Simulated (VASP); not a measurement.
# Ge (Fd-3m) in VASP: single point with PBE

Aim: the single point of Ge with PBE.

Everything below comes from runs of VASP 6.6.1. Logs are shortened: lines on timing, memory, paths and dates and some standing lists are left out, and cuts for length are marked.

## 1. The cell of the first run

Symmetry: Fd-3m, No. 227, cubic system. The conventional cell has a = 5.768 Å, b = 5.768 Å, c = 5.768 Å, α = 90.00°, β = 90.00°, γ = 90.00°. Within 3.3 Å of Ge (site symmetry -43m) lie 4 Ge at 2.50 Å.

## 2. Single point, PBE (volume scaled by 1.06, then relaxed in part)

INCAR reads:

```
SYSTEM = Ge
PREC = Accurate
ENCUT = 520
EDIFF = 1E-6
ISMEAR = -1
SIGMA = 0.05
LREAL = .FALSE.
LASPH = .TRUE.
NELM = 80
ALGO = Normal
ISIF = 2
LWAVE = .FALSE.
LCHARG = .FALSE.
GGA = PE
NBANDS = 21
```

KPOINTS reads:

```
Automatic mesh
0
G
  14 14 14
  0 0 0
```

POSCAR reads:

```
Ge
1.0
    0.0000000000      2.8841533005      2.8841533005
    2.8841533005      0.0000000000      2.8841533005
    2.8841533005      2.8841533005      0.0000000000
Ge
2
Direct
    0.0000000000      0.0000000000      0.0000000000
    0.2500000000      0.2500000000      0.2500000000
```

Potentials or basis: VASP PAW PBE potentials, release 64 (Ge_d).

Command:

```sh
$ cat potpaw_PBE.64/Ge_d/POTCAR > POTCAR
$ mpirun -np 1 vasp_std > vasp.out
```

OUTCAR:

```text
SYSTEM = Ge
   PREC = Accurate
   ENCUT = 520
   EDIFF = 1E-6
   ISMEAR = -1
   LREAL = .FALSE.
   LASPH = .TRUE.
   NELM = 80
   ISIF = 2
   GGA = PE

 ion  position               nearest neighbor table
   1  0.000  0.000  0.000-   2 2.50   2 2.50   2 2.50   2 2.50
   2  0.250  0.250  0.250-   1 2.50   1 2.50   1 2.50   1 2.50

  LATTYP: Found a face centered cubic cell.
 ALAT       =     5.7683066010

  Lattice vectors:

 A1 = (   0.0000000000,   2.8841533005,   2.8841533005)
 A2 = (   2.8841533005,   0.0000000000,   2.8841533005)
 A3 = (   2.8841533005,   2.8841533005,   0.0000000000)

Analysis of symmetry for initial positions (statically):
=====================================================================
 Subroutine PRICEL returns:
 Original cell was already a primitive cell.

 Routine SETGRP: Setting up the symmetry group for a
 face centered cubic supercell.

 Subroutine GETGRP returns: Found 48 space group operations
 (whereof 24 operations were pure point group operations)
 out of a pool of 48 trial point group operations.

The static configuration has the point symmetry T_d .
 The point group associated with its full space group is O_h .

Analysis of symmetry for dynamics (positions and initial velocities):
=====================================================================
 Subroutine PRICEL returns:
 Original cell was already a primitive cell.

 Routine SETGRP: Setting up the symmetry group for a
 face centered cubic supercell.

 Subroutine GETGRP returns: Found 48 space group operations
 (whereof 24 operations were pure point group operations)
 out of a pool of 48 trial point group operations.

The dynamic configuration has the point symmetry T_d .
 The point group associated with its full space group is O_h .

 Subroutine INISYM returns: Found 48 space group operations
 (whereof 24 operations are pure point group operations),
 and found     1 'primitive' translations

----------------------------------------------------------------------------------------

                                     Primitive cell

  volume of cell :      47.9827

  direct lattice vectors                    reciprocal lattice vectors
[... 71 lines left out ...]
   total plane-waves  NPLWV =  27000
   dimension x,y,z NGX =    30 NGY =   30 NGZ =   30
   dimension x,y,z NGXF=    60 NGYF=   60 NGZF=   60
   ions per type =               2
   NGX,Y,Z   is equivalent  to a cutoff of  12.23, 12.23, 12.23 a.u.
   NGXF,Y,Z  is equivalent  to a cutoff of  24.46, 24.46, 24.46 a.u.
 SYSTEM =  Ge
   PREC   = accura    normal or accurate (medium, high low for compatibility)
   ISTART =      0    job   : 0-new  1-cont  2-samecut
   ICHARG =      2    charge: 1-file 2-atom 10-const
   ISPIN  =      1    spin polarized calculation?
   LNONCOLLINEAR =      F non collinear calculations
   LSORBIT =      F    spin-orbit coupling
   LASPH  =      T    aspherical Exc in radial PAW
   ENCUT  =  520.0 eV  38.22 Ry    6.18 a.u.   7.58  7.58  7.58*2*pi/ulx,y,z
   NELM   =     80;   NELMIN=  2; NELMDL= -5     # of ELM steps
   EDIFF  = 0.1E-05   stopping-criterion for ELM
   LREAL  =      F    real-space projection
[... 7 lines left out ...]
   TEBEG  =    0.0;   TEEND  =   0.0 temperature during run
   PSTRESS=    0.0 pullay stress
   NELECT =      28.0000    total number of electrons
   NUPDOWN=      -1.0000    fix difference up-down
   EMIN   =  10.00;   EMAX   =-10.00  energy-range for DOS
   EFERMI =   0.00;   METHOD = LEGACY
   ISMEAR =    -1;   SIGMA  =   0.05  broadening in eV -4-tet -1-fermi 0-gaus
   EFERMI_NEDOS =   21; number of points for ismear=-14 and -15
   IALGO  =     38    algorithm
   IMIX   =      4    mixing-type and parameters
     AMIX     =   0.40;   BMIX     =  1.00
     AMIX_MAG =   1.60;   BMIX_MAG =  1.00
  volume/ion in A,a.u.               =      23.99       161.90
  Fermi-wavevector in a.u.,A,eV,Ry     =   1.368041  2.585223 25.463802  1.871537
  Thomas-Fermi vector in A             =   2.494040
   LORBIT       =      0    0 simple, 1 ext, 2 COOP (PROOUT), +10 PAW based schemes
   GGA     = PE    functional components
   LHFCALC =     F    Hartree Fock is set to
   AEXX    =    0.0000 exact exchange contribution
   IVDW    =     0    specifies the selected vdW correction
   LEPSILON=     F    determine dielectric tensor
   LRPA    =     F    only Hartree local field effects (RPA)
 non-spin polarized calculation
  energy-cutoff  :      520.00
  volume of cell :       47.98
 maximum number of plane-waves:      1311
   NGX = 15   NGY = 15   NGZ = 15

 number of electron      27.9999977 magnetization

 Free energy of the ion-electron system (eV)
  ---------------------------------------------------
  ext. energy  EPLUGINS =         0.00000000
  ---------------------------------------------------
  free energy    TOTEN  =        -9.03691617 eV

  energy without entropy =       -9.03619223  energy(sigma->0) =       -9.03655420

 E-fermi :   4.4360     XC(G=0):  -9.6530

 val. band max:        4.3295404127   @ k =  -0.0714   0.0714   0.0000
 cond. band min:       4.4426888882   @ k =   0.0000   0.0000   0.0000
 fundamental gap:      0.1131484755
 Fermi energy:         4.4360089117

 k-point     1 :       0.0000    0.0000    0.0000
  band No.  band energies     occupation
      1     -20.2992      2.00000
      2     -20.2992      2.00000
      3     -20.2992      2.00000
      4     -20.2673      2.00000
      5     -20.2673      2.00000
      6     -20.0861      2.00000
[... 565 lines left out ...]
     20      13.5488      0.00000
     21      14.0815      0.00000

 [... further k-points ...]

------------------------ aborting loop because EDIFF is reached ----------------------------------------

  FORCE on cell =-STRESS in cart. coord.  units (eV):
  Direction    XX          YY          ZZ          XY          YZ          ZX
  --------------------------------------------------------------------------------------
  -------------------------------------------------------------------------------------
  Total       -0.0765004     -0.0765004     -0.0765004      0.0000000      0.0000000     -0.0000000
  in kB       -2.5544022     -2.5544022     -2.5544022      0.0000000      0.0000000     -0.0000000
  external PRESSURE =      -2.5544022 kB  Pullay stress =       0.0000000 kB

 VOLUME and BASIS-vectors are now :
 -----------------------------------------------------------------------------
  energy-cutoff  :      520.00
  volume of cell :       47.98
      direct lattice vectors                 reciprocal lattice vectors
     0.000000000  2.884153300  2.884153300    -0.173361104  0.173361104  0.173361104
     2.884153300  0.000000000  2.884153300     0.173361104 -0.173361104  0.173361104
     2.884153300  2.884153300  0.000000000     0.173361104  0.173361104 -0.173361104

 POSITION                                       TOTAL-FORCE (eV/Angst)
 -----------------------------------------------------------------------------------
      0.00000      0.00000      0.00000         0.000000      0.000000      0.000000
      1.44208      1.44208      1.44208        -0.000000     -0.000000     -0.000000
 -----------------------------------------------------------------------------------
    total drift:                                0.000000     -0.000000      0.000000

  FREE ENERGIE OF THE ION-ELECTRON SYSTEM (eV)
  ---------------------------------------------------
  free  energy   TOTEN  =        -9.0369161734 eV

  energy  without entropy=       -9.0361922264  energy(sigma->0) =       -9.03655420
```

stdout:

```text
POSCAR found type information on POSCAR Ge
 POSCAR found :  1 types and       2 ions
 scaLAPACK will be used
 LDA part: xc-table for (Slater+PW92), standard interpolation
 POSCAR, INCAR and KPOINTS ok, starting setup
 FFT: planning ... GRIDC
 FFT: planning ... GRID_SOFT
 FFT: planning ... GRID
 WAVECAR not read
 entering main loop
```

Run time: 3.3 min. Hardware: 1 thread of AMD EPYC 7R13, shared host; peak memory 0.19 GiB.

Results:

- Free energy: -9.0369 eV
- Pressure: -0.3 GPa
- Band gap on the k mesh: zero (filled and empty bands touch)
